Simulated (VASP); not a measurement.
A run of VASP 6.6.1:

Contents of INCAR:

```
PREC = Accurate ; ENCUT = 600
EDIFF = 1E-6 ; ISMEAR = -1
SIGMA = 0.03 ; LREAL = F
LASPH = T ; NELM = 100
ALGO = Normal ; ISIF = 3
LWAVE = F ; LCHARG = F
GGA = PS ; IBRION = 2
NSW = 100 ; EDIFFG = -0.01
```

File KPOINTS:

```
Automatic mesh
0
Gamma
  6 6 4
```

File POSCAR:

```
Tl2BiN3
1.0
    4.1915386300      0.0000000000      0.0000000000
   -2.0957693200      3.6299789400      0.0000000000
    0.0000000000      0.0000000000      7.8335783700
Tl Bi N
2 1 3
Direct
    0.6666666700      0.3333333300      0.2480740000
    0.6666666700      0.3333333300      0.7519260000
    0.0000000000      0.0000000000      0.0000000000
    0.0000000000      0.0000000000      0.5000000000
    0.3333333300      0.6666666700      0.0000000000
    0.3333333300      0.6666666700      0.5000000000
```

Potentials or basis: VASP PAW PBE potentials, release 64 (Tl_d, Bi_d, N).

Command:

```bash
$ cat potpaw_PBE.64/Tl_d/POTCAR potpaw_PBE.64/Bi_d/POTCAR potpaw_PBE.64/N/POTCAR > POTCAR
$ mpirun -np 1 vasp_std > vasp.out
```

Hardware: 1 thread of Oxide Virtual Turin-like Processor, on a shared host.

Task: Estimate the wall time of this run.

Result: Run time: 16 min on 1 thread of Oxide Virtual Turin-like Processor (shared host), peak memory 0.32 GiB. Counts: scf iterations 157, k points 21, ion steps 15.
